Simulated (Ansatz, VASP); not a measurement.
# Two plane-wave programs on Ag2HCl2

```
Ag Cl H
1.0
     3.89662    0.00000    0.00000
     0.00000    3.89662    0.00000
     0.00000    0.00000   20.14787
Ag Cl H
2 2 1
Direct
  0.00000 0.00000 0.19853
  0.50000 0.50000 0.33376
  0.50000 0.50000 0.19853
  0.00000 0.00000 0.33988
  0.00000 0.37500 0.50367
```

Alike in both runs: task single point; functional PBE; dispersion D3(BJ); k mesh 7 × 7 × 1; occupations gaussian, width 0.05 eV; collinear spin.

|  | VASP | Ansatz |
| --- | --- | --- |
| version | VASP 6.6.1 | Ansatz 0.2.0 |
| potentials or method | VASP PAW PBE potentials, release 64 (Ag, Cl, H), cutoff 520 eV | scalar-relativistic, plane waves, PAW |
| valence electrons in the cell | 37 | 53 |

```tsv
	VASP	Ansatz	Ansatz less VASP
gap on the k mesh at the Fermi level (eV)	1.11	1.12	+0.005
least direct gap on the mesh (eV)	2.55	2.55	+0.003
rms of the force components (eV/Å)	0.096	0.095	-0.0006
net moment per atom (μB)	0.20	0.20	0.000
size of the moment on the site where the two differ most (μB)	0.38	0.93	+0.551
```

Site moments also hang on the region over which each program counts them. VASP's potentials hold 37 valence electrons a cell and Ansatz's 53, so a difference there can come from the potentials and not from the codes.
